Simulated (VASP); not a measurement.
# H5C10Cl in VASP: single point with PBEsol

Aim: the single point of H5C10Cl with PBEsol.

Program: VASP 6.6.1. These are calculated values, not measurements. Logs are shortened: lines on timing, memory, paths and dates and some standing lists are left out, and cuts for length are marked.

### Step 1. The cell of the first run

The cell holds a slab with vacuum, 32 atoms: a = 5.049 Å, b = 5.049 Å, c = 16.836 Å, α = 90.00°, β = 90.00°, γ = 90.00°.

### Step 2. Single point, PBEsol

INCAR reads:

```
SYSTEM = H5C10Cl
PREC = Accurate ; ENCUT = 520
EDIFF = 1E-7 ; ISMEAR = 0
SIGMA = 0.05 ; LREAL = Auto
LASPH = .TRUE. ; NELM = 80
ALGO = Normal ; ISIF = 2
LWAVE = .FALSE. ; LCHARG = .TRUE.
GGA = PS ; LELF = .TRUE.
LVHAR = .TRUE. ; NBANDS = 74
```

KPOINTS reads:

```
regular mesh
0
G
  2 2 1
  0 0 0
```

POSCAR reads:

```
H5C10Cl
1.0
    5.0487420000      0.0000000000      0.0000000000
    0.0000000000      5.0487420000      0.0000000000
    0.0000000000      0.0000000000     16.8355610000
H C Cl
10 20 2
Direct
    0.4277869616      0.0000000000      0.0593980801
    0.0722132365      0.0000000000      0.0593980801
    0.9277869616      0.0000000000      0.0593980801
    0.5722132365      0.0000000000      0.0593980801
    0.4277869616      0.5000000000      0.0593980801
    0.0722132365      0.5000000000      0.0593980801
    0.9277869616      0.5000000000      0.0593980801
    0.5722132365      0.5000000000      0.0593980801
    0.2499864323      0.4916860477      0.3661051746
    0.7501779651      0.3266609781      0.4389689182
    0.2500000990      0.0000000000      0.0970980415
    0.7500000990      0.0000000000      0.0970980415
    0.2500000990      0.5000000000      0.0970980415
    0.7500000990      0.5000000000      0.0970980415
    0.2500000990      0.2500000990      0.1501108279
    0.7500000990      0.2500000990      0.1501108279
    0.2500000990      0.7500000990      0.1501108279
    0.7500000990      0.7500000990      0.1501108279
    0.0041323165      0.2501474625      0.1982410922
    0.4958843213      0.2501591486      0.1982372907
    0.0000144590      0.7499375092      0.2078436828
    0.4999873236      0.7499489972      0.2078418414
    0.0019713822      0.0164102265      0.2574625223
    0.4980309947      0.0164268644      0.2574521277
    0.0025931212      0.4837369388      0.2573698613
    0.4974167822      0.4837488230      0.2573703959
    0.2499989106      0.0919866771      0.3056575305
    0.7499963357      0.1130408327      0.2969588599
    0.2499973261      0.4115553934      0.3055913610
    0.7500010894      0.3878520629      0.2965354704
    0.2501102255     -0.0312180737      0.4046488858
    0.7505592482      0.4620099423      0.5050559943
```

Potentials or basis: VASP PAW PBE potentials, release 64 (H, C, Cl).

On the command line:

```console
cat potpaw_PBE.64/H/POTCAR potpaw_PBE.64/C/POTCAR potpaw_PBE.64/Cl/POTCAR > POTCAR
mpirun -np 1 vasp_std > vasp.out
```

OUTCAR:

```text
SYSTEM = H5C10Cl
   PREC = Accurate
   ENCUT = 520
   EDIFF = 1E-7
   ISMEAR = 0
   LREAL = Auto
   LASPH = .TRUE.
   NELM = 80
   ISIF = 2
   GGA = PS

 ion  position               nearest neighbor table
   1  0.428  0.000  0.059-   4 0.73  11 1.10
   2  0.072  0.000  0.059-   3 0.73  11 1.10
   3  0.928  0.000  0.059-   2 0.73  12 1.10
   4  0.572  0.000  0.059-   1 0.73  12 1.10
   5  0.428  0.500  0.059-   8 0.73  13 1.10
   6  0.072  0.500  0.059-   7 0.73  13 1.10
   7  0.928  0.500  0.059-   6 0.73  14 1.10
   8  0.572  0.500  0.059-   5 0.73  14 1.10
   9  0.250  0.492  0.366-  29 1.10
  10  0.750  0.327  0.439-  32 1.31
  11  0.250  0.000  0.097-   2 1.10   1 1.10  17 1.55  15 1.55
  12  0.750  0.000  0.097-   4 1.10   3 1.10  18 1.55  16 1.55
  13  0.250  0.500  0.097-   6 1.10   5 1.10  15 1.55  17 1.55
  14  0.750  0.500  0.097-   8 1.10   7 1.10  16 1.55  18 1.55
  15  0.250  0.250  0.150-  19 1.48  20 1.48  13 1.55  11 1.55
  16  0.750  0.250  0.150-  20 1.52  19 1.52  14 1.55  12 1.55
[... 9 lines left out ...]
  26  0.497  0.484  0.257-  30 1.52  29 1.53  20 1.54  22 1.58
  27  0.250  0.092  0.306-  23 1.54  24 1.54  29 1.61  31 1.78
  28  0.750  0.113  0.297-  30 1.39  23 1.52  24 1.52
  29  0.250  0.412  0.306-   9 1.10  25 1.53  26 1.53  27 1.61
  30  0.750  0.388  0.297-  28 1.39  26 1.52  25 1.52
  31  0.250  0.969  0.405-  27 1.78
  32  0.751  0.462  0.505-  10 1.31

  LATTYP: Found a simple tetragonal cell.
 ALAT       =     5.0487420000
 C/A-ratio  =     3.3346051353

  Lattice vectors:

 A1 = (   5.0487420000,   0.0000000000,   0.0000000000)
 A2 = (   0.0000000000,   5.0487420000,   0.0000000000)
 A3 = (   0.0000000000,   0.0000000000,  16.8355610000)

Analysis of symmetry for initial positions (statically):
=====================================================================
 Subroutine PRICEL returns:
 Original cell was already a primitive cell.

 Routine SETGRP: Setting up the symmetry group for a
 simple tetragonal supercell.

 Subroutine GETGRP returns: Found  1 space group operations
 (whereof  1 operations were pure point group operations)
 out of a pool of 16 trial point group operations.

The static configuration has the point symmetry C_1 .

Analysis of symmetry for dynamics (positions and initial velocities):
=====================================================================
 Subroutine PRICEL returns:
 Original cell was already a primitive cell.

 Routine SETGRP: Setting up the symmetry group for a
 simple tetragonal supercell.

 Subroutine GETGRP returns: Found  1 space group operations
 (whereof  1 operations were pure point group operations)
 out of a pool of 16 trial point group operations.

The dynamic configuration has the point symmetry C_1 .

 Subroutine INISYM returns: Found  1 space group operations
 (whereof  1 operations are pure point group operations),
 and found     1 'primitive' translations

----------------------------------------------------------------------------------------

                                     Primitive cell

  volume of cell :     429.1350

  direct lattice vectors                    reciprocal lattice vectors
     5.048742000  0.000000000  0.000000000     0.198069143  0.000000000  0.000000000
     0.000000000  5.048742000  0.000000000     0.000000000  0.198069143  0.000000000
     0.000000000  0.000000000 16.835561000     0.000000000  0.000000000  0.059398080

  length of vectors
     5.048742000  5.048742000 16.835561000     0.198069143  0.198069143  0.059398080

  position of ions in fractional coordinates (direct lattice)
     0.427786962  0.000000000  0.059398080
     0.072213236  0.000000000  0.059398080
     0.927786962  0.000000000  0.059398080
     0.572213236  0.000000000  0.059398080
     0.427786962  0.500000000  0.059398080
     0.072213236  0.500000000  0.059398080
[... 24 lines left out ...]
     0.250110226  0.968781926  0.404648886
     0.750559248  0.462009942  0.505055994

  ion indices of the primitive-cell ions
   primitive index   ion index
                 1           1
                 2           2
                 3           3
                 4           4
                 5           5
                 6           6
[... 24 lines left out ...]
                31          31
                32          32

----------------------------------------------------------------------------------------

 KPOINTS: regular mesh

Automatic generation of k-mesh.
 Grid dimensions read from file:
 generate k-points for:    2    2    1

 Generating k-lattice:

  Cartesian coordinates                     Fractional coordinates (reciprocal lattice)
     0.099034571  0.000000000  0.000000000     0.500000000  0.000000000  0.000000000
     0.000000000  0.099034571  0.000000000     0.000000000  0.500000000  0.000000000
     0.000000000  0.000000000  0.059398080     0.000000000  0.000000000  1.000000000

  Length of vectors
     0.099034571  0.099034571  0.059398080

  Shift w.r.t. Gamma in fractional coordinates (k-lattice)
     0.000000000  0.000000000  0.000000000

 Subroutine IBZKPT returns following result:
 ===========================================

 Found      4 irreducible k-points:

 Following reciprocal coordinates:
            Coordinates               Weight
  0.000000  0.000000  0.000000      1.000000
  0.500000  0.000000  0.000000      1.000000
  0.000000  0.500000  0.000000      1.000000
  0.500000  0.500000  0.000000      1.000000
   k-points           NKPTS =      4   k-points in BZ     NKDIM =      4   number of bands    NBANDS=     74
   number of dos      NEDOS =    301   number of ions     NIONS =     32
   total plane-waves  NPLWV = 201600
   dimension x,y,z NGX =    40 NGY =   40 NGZ =  126
   dimension x,y,z NGXF=    80 NGYF=   80 NGZF=  252
   ions per type =              10  20   2
   NGX,Y,Z   is equivalent  to a cutoff of  13.17, 13.17, 12.44 a.u.
   NGXF,Y,Z  is equivalent  to a cutoff of  26.34, 26.34, 24.88 a.u.
 SYSTEM =  H5C10Cl
   PREC   = accura    normal or accurate (medium, high low for compatibility)
   ISTART =      0    job   : 0-new  1-cont  2-samecut
   ICHARG =      2    charge: 1-file 2-atom 10-const
   ISPIN  =      1    spin polarized calculation?
   LNONCOLLINEAR =      F non collinear calculations
   LSORBIT =      F    spin-orbit coupling
   LASPH  =      T    aspherical Exc in radial PAW
   ENCUT  =  520.0 eV  38.22 Ry    6.18 a.u.   9.39  9.39 31.30*2*pi/ulx,y,z
   NELM   =     80;   NELMIN=  2; NELMDL= -5     # of ELM steps
   EDIFF  = 0.1E-06   stopping-criterion for ELM
   LREAL  =      T    real-space projection
   EDIFFG = 0.1E-05   stopping-criterion for IOM
   NSW    =      0    number of steps for IOM
   IBRION =     -1    ionic relax: 0-MD 1-quasi-New 2-CG
   NFREE  =      0    steps in history (QN), initial steepest desc. (CG)
   ISIF   =      2    stress and relaxation
   ISYM   =      2    0-nonsym 1-usesym 2-fastsym
   POTIM  = 0.5000    time-step for ionic-motion
   TEBEG  =    0.0;   TEEND  =   0.0 temperature during run
   PSTRESS=    0.0 pullay stress
   NELECT =     104.0000    total number of electrons
   NUPDOWN=      -1.0000    fix difference up-down
   EMIN   =  10.00;   EMAX   =-10.00  energy-range for DOS
   EFERMI =   0.00;   METHOD = LEGACY
   ISMEAR =     0;   SIGMA  =   0.05  broadening in eV -4-tet -1-fermi 0-gaus
   EFERMI_NEDOS =   21; number of points for ismear=-14 and -15
   IALGO  =     38    algorithm
   IMIX   =      4    mixing-type and parameters
     AMIX     =   0.40;   BMIX     =  1.00
     AMIX_MAG =   1.60;   BMIX_MAG =  1.00
  volume/ion in A,a.u.               =      13.41        90.50
  Fermi-wavevector in a.u.,A,eV,Ry     =   1.020676  1.928798 14.174274  1.041780
  Thomas-Fermi vector in A             =   2.154259
   LORBIT       =      0    0 simple, 1 ext, 2 COOP (PROOUT), +10 PAW based schemes
   GGA     = PS    functional components
   LHFCALC =     F    Hartree Fock is set to
   AEXX    =    0.0000 exact exchange contribution
   IVDW    =     0    specifies the selected vdW correction
   LEPSILON=     F    determine dielectric tensor
   LRPA    =     F    only Hartree local field effects (RPA)
 non-spin polarized calculation
 Gauss-broadening in eV      SIGMA  =   0.05
  energy-cutoff  :      520.00
  volume of cell :      429.14
 maximum number of plane-waves:     11574
 NGX is ok and might be reduce to    40
   NGX = 19   NGY = 19   NGZ = 63

 number of electron     104.0000008 magnetization

 Free energy of the ion-electron system (eV)
  ---------------------------------------------------
  ext. energy  EPLUGINS =         0.00000000
  ---------------------------------------------------
  free energy    TOTEN  =      -214.08196218 eV

  energy without entropy =     -214.08196218  energy(sigma->0) =     -214.08196218

 E-fermi :   1.0634     XC(G=0):  -6.1632

 val. band max:        0.7829395713   @ k =   0.0000   0.5000   0.0000
 cond. band min:       1.7579599763   @ k =   0.0000   0.5000   0.0000
 fundamental gap:      0.9750204050
 Fermi energy:         1.0634021972

 k-point     1 :       0.0000    0.0000    0.0000
  band No.  band energies     occupation
      1     -20.6869      2.00000
      2     -18.4377      2.00000
      3     -16.5428      2.00000
      4     -16.4241      2.00000
      5     -15.9302      2.00000
      6     -15.8471      2.00000
[... 56 lines left out ...]
     63       5.7322      0.00000
     64       6.3455      0.00000

 k-point     2 :       0.5000    0.0000    0.0000
  band No.  band energies     occupation
      1     -19.5934      2.00000
      2     -19.5057      2.00000
      3     -17.4292      2.00000
      4     -17.2839      2.00000
      5     -15.9363      2.00000
      6     -14.9681      2.00000
[... 56 lines left out ...]
     63       6.5607      0.00000
     64       6.7573      0.00000

 k-point     3 :       0.0000    0.5000    0.0000
  band No.  band energies     occupation
      1     -20.2056      2.00000
      2     -18.6444      2.00000
      3     -17.7089      2.00000
      4     -16.5258      2.00000
      5     -15.9732      2.00000
      6     -15.8807      2.00000
[... 56 lines left out ...]
     63       6.5273      0.00000
     64       6.5579      0.00000

 k-point     4 :       0.5000    0.5000    0.0000
  band No.  band energies     occupation
      1     -19.1564      2.00000
      2     -19.0014      2.00000
      3     -17.5518      2.00000
      4     -17.4798      2.00000
      5     -16.8460      2.00000
      6     -16.5060      2.00000
[... 56 lines left out ...]
     63       6.3701      0.00000
     64       7.0277      0.00000
 [bands above 64 left out]

------------------------ aborting loop because EDIFF is reached ----------------------------------------

  FORCE on cell =-STRESS in cart. coord.  units (eV):
  Direction    XX          YY          ZZ          XY          YZ          ZX
  --------------------------------------------------------------------------------------
  -------------------------------------------------------------------------------------
  Total       73.2078495     -8.7796967     -4.9807144      0.0011768      0.0338167     -0.0020773
  in kB      273.3218069    -32.7790336    -18.5955176      0.0043938      0.1262550     -0.0077556
  external PRESSURE =      73.9824186 kB  Pullay stress =       0.0000000 kB

 VOLUME and BASIS-vectors are now :
 -----------------------------------------------------------------------------
  energy-cutoff  :      520.00
  volume of cell :      429.14
      direct lattice vectors                 reciprocal lattice vectors
     5.048742000  0.000000000  0.000000000     0.198069143  0.000000000  0.000000000
     0.000000000  5.048742000  0.000000000     0.000000000  0.198069143  0.000000000
     0.000000000  0.000000000 16.835561000     0.000000000  0.000000000  0.059398080

 POSITION                                       TOTAL-FORCE (eV/Angst)
 -----------------------------------------------------------------------------------
      2.15979      0.00000      1.00000        -8.960738     -0.058400      0.033377
      0.36459      0.00000      1.00000         8.960745     -0.058376      0.033374
      4.68416      0.00000      1.00000        -8.948008     -0.043687      0.040869
      2.88896      0.00000      1.00000         8.947987     -0.043759      0.040872
      2.15979      2.52437      1.00000        -8.960044      0.059935      0.031958
      0.36459      2.52437      1.00000         8.960047      0.060032      0.031906
[... 24 lines left out ...]
      1.26274      4.89113      6.81249        -0.001094      0.026927     -0.071725
      3.78938      2.33257      8.50290        -0.000671     -0.026755     -0.039582
 -----------------------------------------------------------------------------------
    total drift:                               -0.000155      0.002534     -0.052848

  FREE ENERGIE OF THE ION-ELECTRON SYSTEM (eV)
  ---------------------------------------------------
  free  energy   TOTEN  =      -214.0819621778 eV

  energy  without entropy=     -214.0819621778  energy(sigma->0) =     -214.08196218
```

It took 10 min on 1 thread of Intel Xeon 8259CL, shared host; peak memory 0.48 GiB.

Results:

```
Free energy            : -214.0820 eV
Largest force          : 8.961 eV/Å
Band gap on the k mesh : 0.98 eV
```

Forces in eV/Å, atoms in the order of the input:
```
H   -8.961 -0.058  0.033
H    8.961 -0.058  0.033
H   -8.948 -0.044  0.041
H    8.948 -0.044  0.041
H   -8.960  0.060  0.032
H    8.960  0.060  0.032
H   -8.944  0.043  0.040
H    8.944  0.043  0.040
H    0.000  0.011  0.033
H    0.000  0.028  0.046
C    0.000 -0.192  1.173
C    0.000 -0.131  1.271
C    0.000  0.186  1.173
C    0.000  0.121  1.298
C    0.001  0.007 -3.910
C    0.002 -0.061 -2.949
C    0.000  0.016  0.733
C    0.000  0.048  0.732
C   -0.016 -0.002 -0.008
C    0.013 -0.002 -0.007
C    0.000  0.002 -0.001
C    0.000  0.001 -0.001
C    0.010 -0.043  0.000
C   -0.011 -0.043  0.003
C    0.005  0.047  0.003
C   -0.007  0.046  0.003
C    0.003 -0.040  0.128
C    0.000 -0.062  0.038
C    0.001 -0.008  0.018
C    0.000  0.067  0.043
Cl  -0.001  0.027 -0.072
Cl  -0.001 -0.027 -0.040
```

Caveat: the k points lie up to 0.62 Å⁻¹ apart; there is no dipole correction, which matters where the two faces differ; the PAW data sets were made with another functional, which shifts forces and pressure a little.
